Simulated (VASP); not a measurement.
# Al (P6_3/mmc) in VASP: notebook, part 2 of 2

VASP 6.6.1. The steps go on from the part before.

## 3. Single point, PBE+D3(BJ)

This run uses another cell than the first one, of 11.34 Å³/atom.

INCAR reads:

```
SYSTEM = Al
PREC = Accurate ; ENCUT = 520
EDIFF = 1E-6 ; ISMEAR = 0
SIGMA = 0.15 ; LREAL = .False.
LASPH = .True. ; NELM = 100
ALGO = Fast ; ISIF = 2
LWAVE = .False. ; LCHARG = .True.
GGA = PE ; IVDW = 12
LELF = .True. ; LVHAR = .True.
NBANDS = 14
```

KPOINTS reads:

```
Automatic mesh
0
Gamma
  18 18 4
  0 0 0
```

POSCAR reads:

```
Al
1.0
    2.6174000000      0.0000000000      0.0000000000
   -1.3087000000      2.2667348919      0.0000000000
    0.0000000000      0.0000000000      7.6442000000
Al
4
Direct
    0.0000000000      0.0000000000      0.0000000000
    0.3333333333      0.6666666667      0.2500000000
    0.0000000000      0.0000000000      0.5000000000
    0.6666666667      0.3333333333      0.7500000000
```

Potentials or basis: VASP PAW PBE potentials, release 64 (Al).

On the command line:

```
> cat potpaw_PBE.64/Al/POTCAR > POTCAR
> mpirun -np 1 vasp_std > vasp.out
```

OUTCAR:

```text
SYSTEM = Al
   PREC = Accurate
   ENCUT = 520
   EDIFF = 1E-6
   ISMEAR = 0
   LREAL = .False.
   LASPH = .True.
   NELM = 100
   ISIF = 2
   GGA = PE
   IVDW = 12
 IVDW          = 12

 ion  position               nearest neighbor table
   1  0.000  0.000  0.000-   2 2.44   4 2.44   4 2.44   2 2.44   4 2.44   2 2.44
   2  0.333  0.667  0.250-   1 2.44   3 2.44   1 2.44   3 2.44   1 2.44   3 2.44
   3  0.000  0.000  0.500-   2 2.44   4 2.44   4 2.44   2 2.44   4 2.44   2 2.44
   4  0.667  0.333  0.750-   1 2.44   3 2.44   1 2.44   3 2.44   1 2.44   3 2.44

  LATTYP: Found a hexagonal cell.
 ALAT       =     2.6174000000
 C/A-ratio  =     2.9205318255

  Lattice vectors:

 A1 = (   2.6174000000,   0.0000000000,   0.0000000000)
 A2 = (  -1.3087000000,   2.2667348919,   0.0000000000)
 A3 = (   0.0000000000,   0.0000000000,   7.6442000000)

Analysis of symmetry for initial positions (statically):
=====================================================================
 Subroutine PRICEL returns:
 Original cell was already a primitive cell.

 Routine SETGRP: Setting up the symmetry group for a
 hexagonal supercell.

 Subroutine GETGRP returns: Found 24 space group operations
 (whereof 12 operations were pure point group operations)
 out of a pool of 24 trial point group operations.

The static configuration has the point symmetry D_3d.
 The point group associated with its full space group is D_6h.

Analysis of symmetry for dynamics (positions and initial velocities):
=====================================================================
 Subroutine PRICEL returns:
 Original cell was already a primitive cell.

 Routine SETGRP: Setting up the symmetry group for a
 hexagonal supercell.

 Subroutine GETGRP returns: Found 24 space group operations
 (whereof 12 operations were pure point group operations)
 out of a pool of 24 trial point group operations.

The dynamic configuration has the point symmetry D_3d.
 The point group associated with its full space group is D_6h.

[... 135 lines left out ...]
 Gauss-broadening in eV      SIGMA  =   0.15
  energy-cutoff  :      520.00
  volume of cell :       45.35
 maximum number of plane-waves:      1257
 NGX is ok and might be reduce to    20
   NGX =  9   NGY =  9   NGZ = 29

 number of electron      12.0000000 magnetization

 Free energy of the ion-electron system (eV)
  ---------------------------------------------------
  ext. energy  EPLUGINS =         0.00000000
  ---------------------------------------------------
  free energy    TOTEN  =       -11.46610718 eV

  energy without entropy =      -11.45146131  energy(sigma->0) =      -11.45878425

 E-fermi :  12.3623     XC(G=0): -11.6368

 val. band max:       12.3518681995   @ k =   0.2778   0.2222   0.0000
 cond. band min:      12.3781187678   @ k =   0.1667   0.1667   0.2500
 fundamental gap:      0.0262505684
 Fermi energy:        12.3623402723

 k-point     1 :       0.0000    0.0000    0.0000
  band No.  band energies     occupation
      1      -1.4535      2.00000
      2       1.0302      2.00000
      3       1.0409      2.00000
      4       7.3829      2.00000
      5       9.1204      2.00000
      6      19.3217      0.00000
      7      19.4283      0.00000
      8      24.0335      0.00000
      9      24.0335      0.00000
     10      24.1979      0.00000
     11      24.1979      0.00000
     12      25.1337      0.00000
     13      25.1509      0.00000
     14      25.1649      0.00000
[... 377 lines left out ...]
      1       4.3054      2.00000
      2       6.5213      2.00000
      3       6.5873      2.00000
      4       7.3175      2.00000
      5       9.7267      2.00000
      6       9.7651      2.00000
      7      12.6270      0.01259
      8      13.5989      0.00000
      9      15.3280      0.00000
     10      15.4117      0.00000
     11      17.1747      0.00000
     12      17.8345      0.00000
     13      19.0920      0.00000
     14      22.4918      0.00000

 [... further k-points ...]

------------------------ aborting loop because EDIFF is reached ----------------------------------------

 Edisp (eV)   -1.98720

 E8    (eV) :    -0.8939

  FORCE on cell =-STRESS in cart. coord.  units (eV):
  Direction    XX          YY          ZZ          XY          YZ          ZX
  --------------------------------------------------------------------------------------
  -------------------------------------------------------------------------------------
  Total      13.92341    13.92341    24.58380     0.00000     0.00000     0.00000
  in kB     491.87326   491.87326   868.47395     0.00000     0.00000     0.00000
  external pressure =      617.41 kB  Pullay stress =        0.00 kB

 VOLUME and BASIS-vectors are now :
 -----------------------------------------------------------------------------
  energy-cutoff  :      520.00
  volume of cell :       45.35
      direct lattice vectors                 reciprocal lattice vectors
     2.617400000  0.000000000  0.000000000     0.382058531  0.220581596  0.000000000
    -1.308700000  2.266734892  0.000000000     0.000000000  0.441163192  0.000000000
     0.000000000  0.000000000  7.644200000     0.000000000  0.000000000  0.130818137

 POSITION                                       TOTAL-FORCE (eV/Angst)
 -----------------------------------------------------------------------------------
      0.00000      0.00000      0.00000        -0.000000      0.000000     -0.000000
     -0.00000      1.51116      1.91105        -0.000000     -0.000000     -0.000000
      0.00000      0.00000      3.82210        -0.000000      0.000000     -0.000000
      1.30870      0.75558      5.73315         0.000000      0.000000      0.000000
 -----------------------------------------------------------------------------------
    total drift:                               -0.000000      0.000000     -0.000000

  FREE ENERGIE OF THE ION-ELECTRON SYSTEM (eV)
  ---------------------------------------------------
  free  energy   TOTEN  =       -13.4533062576 eV

  energy  without entropy=      -13.4386603959  energy(sigma->0) =      -13.44598333
```

OSZICAR:

```text
N       E                     dE             d eps       ncg     rms          rms(c)
DAV:   1     0.135349615042E+02    0.13535E+02   -0.44767E+03  3124   0.687E+02
DAV:   2    -0.109243408255E+02   -0.24459E+02   -0.22579E+02  4104   0.103E+02
DAV:   3    -0.116524233710E+02   -0.72808E+00   -0.72176E+00  4000   0.146E+01
DAV:   4    -0.116563597164E+02   -0.39363E-02   -0.39360E-02  3680   0.134E+00
DAV:   5    -0.116564022485E+02   -0.42532E-04   -0.42530E-04  4006   0.141E-01    0.457E+00
RMM:   6    -0.115417779369E+02    0.11462E+00   -0.20886E-03  3124   0.316E-01    0.269E+00
RMM:   7    -0.114663859672E+02    0.75392E-01   -0.82442E-03  3219   0.617E-01    0.273E-01
RMM:   8    -0.114663234556E+02    0.62512E-04   -0.12834E-03  3323   0.241E-01    0.959E-02
RMM:   9    -0.114661008567E+02    0.22260E-03   -0.29156E-04  3411   0.116E-01    0.382E-02
RMM:  10    -0.114661062394E+02   -0.53826E-05   -0.69623E-05  3543   0.607E-02    0.322E-02
RMM:  11    -0.114661068932E+02   -0.65381E-06   -0.12423E-05  3611   0.228E-02    0.313E-03
RMM:  12    -0.114661071762E+02   -0.28299E-06   -0.33985E-06  3141   0.139E-02
   1 F= -.13453306E+02 E0= -.13445983E+02  d E =-.146459E-01
```

Wall time 97 s (1 thread of Intel Xeon 8259CL, shared host); peak memory 0.2 GiB.

What came out:

- Free energy: -13.4533 eV
- Pressure: 61.7 GPa
- Band gap on the k mesh: zero (bands 6 and 7 overlap by 8.96 eV)
- Dispersion energy per atom: -0.497 eV

Caveat: the stress differs along the axes, from 49 to 87 GPa.

## 4. Single point, PBE+D3(BJ)

This run uses another cell than the first one, of 11.74 Å³/atom.

INCAR reads:

```
PREC = Accurate
ENCUT = 520
EDIFF = 1E-6
ISMEAR = 0
SIGMA = 0.15
LREAL = F
LASPH = T
NELM = 100
ALGO = Fast
ISIF = 2
LWAVE = F
LCHARG = F
GGA = PE
IVDW = 12
NBANDS = 14
```

KPOINTS reads:

```
Automatic mesh
0
Gamma
  18 18 4
```

POSCAR reads:

```
Al
1.0
    2.7356000000      0.0000000000      0.0000000000
   -1.3678000000      2.3690990946      0.0000000000
    0.0000000000      0.0000000000      7.2450000000
Al
4
Direct
    0.0000000000      0.0000000000      0.0000000000
    0.3333333333      0.6666666667      0.2500000000
    0.0000000000      0.0000000000      0.5000000000
    0.6666666667      0.3333333333      0.7500000000
```

On the command line:

```
> cat potpaw_PBE.64/Al/POTCAR > POTCAR
> mpirun -np 1 vasp_std > vasp.out
```

Wall time 95 s (1 thread of Intel Xeon 8259CL, shared host); peak memory 0.19 GiB.

The run converged. Its results:

```
Free energy                : -13.2005 eV
Pressure                   : 58.2 GPa
Band gap on the k mesh     : zero (bands 6 and 7 overlap by 11.20 eV)
Dispersion energy per atom : -0.479 eV
```

Stress tensor (GPa, compression positive):
```
42.32  0.00  0.00
 0.00 42.32  0.00
 0.00  0.00 89.87
```

Levels at points of the mesh, in eV from the Fermi level:
```csv
k point,band 4,band 5,band 6,band 7,band 8,band 9
"(0.00, 0.00, 0.00)",-3.86,-1.92,8.87,9.27,9.76,9.76
"(0.50, 0.00, 0.00)",-5.15,-4.06,-4.00,1.74,1.99,3.02
"(0.00, 0.00, 0.50)",-7.54,2.79,2.79,10.18,10.18,10.18
"(0.50, 0.00, 0.50)",-6.54,-1.80,-1.80,-0.99,-0.99,5.03
```

Caveat: the stress differs along the axes, from 42 to 90 GPa.

## 5. Single point, PBE+D3(BJ)

This run uses another cell than the first one, of 11.68 Å³/atom.

INCAR reads:

```
SYSTEM = Al
PREC = Accurate
ENCUT = 520
EDIFF = 1E-7
ISMEAR = 0
SIGMA = 0.15
LREAL = .False.
LASPH = .True.
NELM = 80
ALGO = Fast
ISIF = 2
LWAVE = .False.
LCHARG = .False.
GGA = PE
IVDW = 12
NBANDS = 14
```

KPOINTS reads:

```
regular mesh
0
Gamma
  18 18 4
  0 0 0
```

POSCAR reads:

```
Al
1.0
    2.6568000000      0.0000000000      0.0000000000
   -1.3284000000      2.3008562928      0.0000000000
    0.0000000000      0.0000000000      7.6442000000
Al
4
Direct
    0.0000000000      0.0000000000      0.0000000000
    0.3333333333      0.6666666667      0.2500000000
    0.0000000000      0.0000000000      0.5000000000
    0.6666666667      0.3333333333      0.7500000000
```

On the command line:

```
> cat potpaw_PBE.64/Al/POTCAR > POTCAR
> mpirun -np 1 vasp_std > vasp.out
```

Run time: 1.8 min. Hardware: 1 thread of Intel Xeon 8259CL, shared host; peak memory 0.2 GiB.

Results (log left out):

```
Free energy                : -13.8404 eV
Pressure                   : 54.0 GPa
Band gap on the k mesh     : zero (bands 6 and 7 overlap by 9.23 eV)
Dispersion energy per atom : -0.482 eV
```

Stress tensor (GPa, compression positive):
```
41.19  0.00  0.00
 0.00 41.19  0.00
 0.00  0.00 79.55
```

Levels at points of the mesh, in eV from the Fermi level:
```csv
k point,band 3,band 4,band 5,band 6,band 7,band 8,band 9,band 10
"(0.00, 0.00, 0.00)",-11.09,-4.74,-3.00,7.20,7.32,11.26,11.26,11.34
"(0.50, 0.00, 0.00)",-5.03,-5.02,-3.88,-3.85,1.31,1.54,3.00,3.46
"(0.00, 0.00, 0.50)",-8.09,-8.09,1.34,1.34,11.54,11.54,11.54,11.54
"(0.50, 0.00, 0.50)",-6.16,-6.16,-1.91,-1.91,-1.14,-1.14,5.54,5.54
```

Caveat: the stress differs along the axes, from 41 to 80 GPa.

## 6. Single point, PBE+D3(BJ)

This run uses another cell than the first one, of 11.93 Å³/atom.

INCAR reads:

```
PREC     = Accurate       # precision mode
ENCUT    = 520            # plane-wave cutoff, eV
EDIFF    = 1E-6           # SCF threshold, eV
ISMEAR   = 0              # smearing method
SIGMA    = 0.15           # smearing width, eV
LREAL    = False          # projectors in reciprocal space
LASPH    = True           # aspherical terms in the spheres
NELM     = 80             # most SCF steps
ALGO     = Normal         # electronic algorithm
ISIF     = 2              # what is computed and relaxed
LWAVE    = False          # write WAVECAR
LCHARG   = False          # write CHGCAR
GGA      = PE             # functional
IVDW     = 12             # dispersion correction
NBANDS   = 14             # bands
```

KPOINTS reads:

```
Automatic mesh
0
Gamma
  18 18 4
```

POSCAR reads:

```
Al
1.0
    2.6174000000      0.0000000000      0.0000000000
   -1.3087000000      2.2667348919      0.0000000000
    0.0000000000      0.0000000000      8.0434000000
Al
4
Direct
    0.0000000000      0.0000000000      0.0000000000
    0.3333333333      0.6666666667      0.2500000000
    0.0000000000      0.0000000000      0.5000000000
    0.6666666667      0.3333333333      0.7500000000
```

Potentials or basis: VASP PAW PBE potentials, release 64 (Al).

On the command line:

```
> cat potpaw_PBE.64/Al/POTCAR > POTCAR
> mpirun -np 1 vasp_std > vasp.out
```

It took 75 s on 1 thread of Intel Xeon 8259CL, shared host; peak memory 0.2 GiB.

It converged, with:

| Property | Result |
| --- | --- |
| Free energy | -14.5018 eV |
| Pressure | 45.7 GPa |
| Band gap on the k mesh | zero (bands 6 and 7 overlap by 7.54 eV) |
| Dispersion energy per atom | -0.471 eV |

Stress tensor (GPa, compression positive):
```
40.64  0.00  0.00
 0.00 40.64  0.00
 0.00  0.00 55.85
```

Levels at points of the mesh, in eV from the Fermi level:
```csv
k point,band 4,band 5,band 6,band 7,band 8,band 9
"(0.00, 0.00, 0.00)",-5.39,-3.97,5.54,5.59,12.07,12.07
"(0.50, 0.00, 0.00)",-4.92,-3.84,-3.77,0.95,1.17,2.65
"(0.00, 0.00, 0.50)",-8.51,0.07,0.07,11.57,11.57,12.31
"(0.50, 0.00, 0.50)",-5.91,-2.08,-2.08,-1.32,-1.32,5.34
```

Caveat: the stress differs along the axes, from 41 to 56 GPa.

## 7. The runs side by side

| cell | gap on the mesh (eV) | pressure (GPa) |
| --- | --- | --- |
| a = 2.696, b = 2.696, c = 7.245 Å, angles 90.0, 90.0, 120.0°, 4 atoms | none | 65.6 |
| a = 2.617, b = 2.617, c = 7.644 Å, angles 90.0, 90.0, 120.0°, 4 atoms | none | 61.7 |
| a = 2.736, b = 2.736, c = 7.245 Å, angles 90.0, 90.0, 120.0°, 4 atoms | none | 58.2 |
| a = 2.657, b = 2.657, c = 7.644 Å, angles 90.0, 90.0, 120.0°, 4 atoms | none | 54.0 |
| a = 2.617, b = 2.617, c = 8.043 Å, angles 90.0, 90.0, 120.0°, 4 atoms | none | 45.7 |

Alike in all rows: task single point; level PBE+D3(BJ); potentials or basis VASP PAW PBE potentials, release 64 (Al); no spin polarisation; k mesh 18 × 18 × 4; cutoff (eV) 520; smearing gaussian 0.15 eV.

Caveats: the stress differs along the axes, from 48 to 100 GPa (at least some runs); the stress differs along the axes, from 49 to 87 GPa (at least some runs); the stress differs along the axes, from 42 to 90 GPa (at least some runs); the stress differs along the axes, from 41 to 80 GPa (at least some runs); the stress differs along the axes, from 41 to 56 GPa (at least some runs).

Absolute energies hang on the potentials; compare differences alone.

The gap in the log of VASP goes by the Fermi energy; the results here count the filled bands.